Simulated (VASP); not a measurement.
InAg3, 4 atoms in the cell. It takes space group Pm-3m (No. 221, cubic). Conventional cell: a = 3.700 Å, b = 3.700 Å, c = 3.700 Å, α = 90.00°, β = 90.00°, γ = 90.00°. In (site symmetry m-3m) has 12 Ag at 2.62 Å within 3.5 Å. Ag (site symmetry 4/mmm) has 4 In at 2.62 Å and 8 Ag at 2.62 Å within 3.5 Å. 

```yaml
Program: VASP 6.6.1
Task: single point
Functional: PBEsol
Potentials_or_basis: VASP PAW PBE potentials, release 64 (In_d, Ag)
Cutoff: 520 eV
k_mesh: 12 × 12 × 12
Occupations: gaussian, width 0.1 eV
Spin: no spin polarisation
Dipole_correction: no
Further_INCAR_settings: ALGO = Fast; EDIFF = 1e-06; NBANDS = 31
```

Potentials or basis: VASP PAW PBE potentials, release 64 (In_d, Ag).

Launch:

```sh
$ cat potpaw_PBE.64/In_d/POTCAR potpaw_PBE.64/Ag/POTCAR > POTCAR
$ mpirun -np 1 vasp_std > vasp.out
```

Hardware: 1 thread of Intel(R) Xeon(R) Platinum 8259CL CPU @ 2.50GHz (Skylake/Cascade Lake) (shared host).

Q: How long does it take, and how much memory?

A: It took 110 s on 1 thread of Intel(R) Xeon(R) Platinum 8259CL CPU @ 2.50GHz (Skylake/Cascade Lake), with other jobs on the host, peak memory 0.24 GiB. Counts: scf iterations 14, k points 84.
